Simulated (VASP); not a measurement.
Input of a VASP 6.6.1 run:

The input INCAR:

```
PREC     = Accurate       # precision mode
ENCUT    = 520            # plane-wave cutoff, eV
EDIFF    = 1E-7           # SCF threshold, eV
ISMEAR   = 0              # smearing method
SIGMA    = 0.05           # smearing width, eV
LREAL    = F              # projectors in reciprocal space
LASPH    = T              # aspherical terms in the spheres
NELM     = 150            # most SCF steps
ALGO     = Normal         # electronic algorithm
ISIF     = 2              # what is computed and relaxed
LWAVE    = F              # write WAVECAR
LCHARG   = F              # write CHGCAR
LMAXMIX  = 4              # l up to which the mixer works
LDAU     = T              # DFT+U
LDAUTYPE = 2            
LDAUL    = 2 -1           # shell
LDAUU    = 4 0            # U, eV
LDAUJ    = 0 0          
LDAUPRINT= 1            
GGA      = PE             # functional
NBANDS   = 33             # bands
```

KPOINTS

```
regular mesh
0
Gamma
  8 8 8
```

File POSCAR:

```
TiO2
1.0
   -2.0018915300      2.0018915300      4.4449999531
    2.0018915300     -2.0018915300      4.4449999531
    2.0018915300      2.0018915300     -4.4449999531
Ti O
2 4
Direct
    0.0000000000      0.0000000000      0.0000000000
    0.7500000000      0.2500000000      0.5000000000
    0.1898900642      0.1898900642      0.0000000000
    0.9398900642      0.4398900642      0.5000000000
    0.5601099358      0.0601099358      0.5000000000
    0.8101099358      0.8101099358      0.0000000000
```

Potentials or basis: VASP PAW PBE potentials, release 64 (Ti_sv, O).

Run with:

```console
$ cat potpaw_PBE.64/Ti_sv/POTCAR potpaw_PBE.64/O/POTCAR > POTCAR
$ mpirun -np 1 vasp_std > vasp.out
```

(1) What does it give for the largest force?

(2) Predict the band gap on the k mesh.

## Answers

(1) 8.566 eV/Å.

(2) 2.97 eV, direct.

Caveat: forces of over 1 eV/Å act on the atoms, so gaps and moduli don't describe the material at rest.
